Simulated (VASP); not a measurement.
Crystal: Sb2Se3.

```
Sb Se
1.0
     6.30320    0.00000    0.00000
    -3.15160    5.45873    0.00000
     0.00000    0.00000    5.12047
Sb Se
2 3
Direct
  0.00000 0.00000 0.50000
  0.33333 0.66667 0.00000
  0.88291 0.11709 0.00000
  0.88291 0.76581 0.00000
  0.23419 0.11709 0.00000
```

The cell was generated, and may not be a known phase.

* Program: VASP 6.6.1
* Task: relaxation of cell and atoms
* Functional: PBE
* Potentials or basis: VASP PAW PBE potentials, release 64 (Sb, Se)
* Cutoff: 500 eV
* k mesh: 2 × 2 × 3
* Occupations: gaussian, width 0.15 eV
* Spin: no spin polarisation

At the start: pressure 10.0 GPa; volume 35.24 Å³/atom.

Question: Where does the relaxation end?

Answer: Over 35 steps the energy falls by 814.6 meV/atom and the volume is 28.91 Å³/atom (-17.9 %); space group P-6m2 (No. 187, to 0.1 Å) before and after.

Step by step:
| step | energy change (eV) | largest force (eV/Å) | pressure (GPa) | volume (Å³) |
| --- | --- | --- | --- | --- |
| 1 | 0.0000 | 8.2675 | 10.01 | 176.18 |
| 2 | -1.1913 | 0.5084 | -6.65 | 237.21 |
| 3 | -2.4230 | 0.5371 | -3.37 | 202.40 |
| 4 | -2.4333 | 0.6270 | -3.12 | 201.18 |
| 5 | -2.4403 | 0.8388 | -2.56 | 198.65 |
| 6 | -2.7463 | 1.1558 | -1.31 | 184.36 |
| 7 | -3.0021 | 1.8932 | 3.06 | 159.27 |
| 8 | -3.1327 | 1.7802 | 3.10 | 156.57 |
| 9 | -3.4363 | 1.3634 | 3.67 | 148.67 |
| 10 | -3.3066 | 0.3254 | 7.95 | 133.65 |
| 11 | -3.5218 | 1.0207 | 4.62 | 143.50 |
| 12 | -3.5315 | 0.7606 | 5.24 | 140.88 |
| 13 | -3.7026 | 0.3866 | 2.45 | 146.76 |
| 14 | -3.7627 | 0.0137 | -0.38 | 154.58 |
| 15 | -3.7639 | 0.0514 | -0.09 | 153.65 |
| 16 | -3.7639 | 0.0623 | -0.01 | 153.39 |
| 17 | -3.7692 | 0.0789 | -0.04 | 153.45 |
| 18 | -3.7862 | 0.1313 | -0.14 | 153.64 |
| 19 | -3.8265 | 0.2374 | -0.39 | 153.93 |
| 20 | -3.9119 | 0.3803 | -1.07 | 154.18 |
| 21 | -3.9756 | 0.0486 | -2.06 | 153.26 |
| 22 | -3.9799 | 0.3081 | -1.73 | 154.01 |
| 23 | -3.9965 | 0.1687 | -2.01 | 153.66 |
| 24 | -3.9947 | 0.2292 | -1.93 | 153.82 |
| 25 | -3.9994 | 0.2150 | -1.90 | 153.52 |
| 26 | -4.0098 | 0.1703 | -1.79 | 152.59 |
| 27 | -4.0081 | 0.0808 | -1.46 | 150.69 |
| 28 | -4.0131 | 0.1328 | -1.67 | 151.82 |
| 29 | -4.0205 | 0.1475 | -1.51 | 151.21 |
| 30 | -4.0386 | 0.1919 | -1.02 | 149.37 |
| 31 | -4.0550 | 0.2799 | 0.07 | 145.74 |
| 32 | -4.0551 | 0.2878 | 0.18 | 145.42 |
| 33 | -4.0585 | 0.2626 | 0.17 | 145.33 |
| 34 | -4.0667 | 0.1843 | 0.15 | 145.08 |
| 35 | -4.0730 | 0.0132 | 0.15 | 144.56 |

Final structure:
```yaml
crystal:
  lattice:
    - [6.43704, 0.00000, 0.00000]
    - [-3.21852, 5.57464, 0.00000]
    - [0.00000, 0.00000, 4.02853]
  atoms:
    - { symbol: Sb, position: [0.00000, 0.00000, 0.50000] }
    - { symbol: Sb, position: [0.33333, 0.66667, 0.00000] }
    - { symbol: Se, position: [0.82030, 0.17970, 0.00000] }
    - { symbol: Se, position: [0.82030, 0.64060, 0.00000] }
    - { symbol: Se, position: [0.35940, 0.17970, 0.00000] }
```

Caveat: the k points lie up to 0.56 Å⁻¹ apart in the final cell; the volume moved by over 15 % at a fixed basis, so the end points are rough.
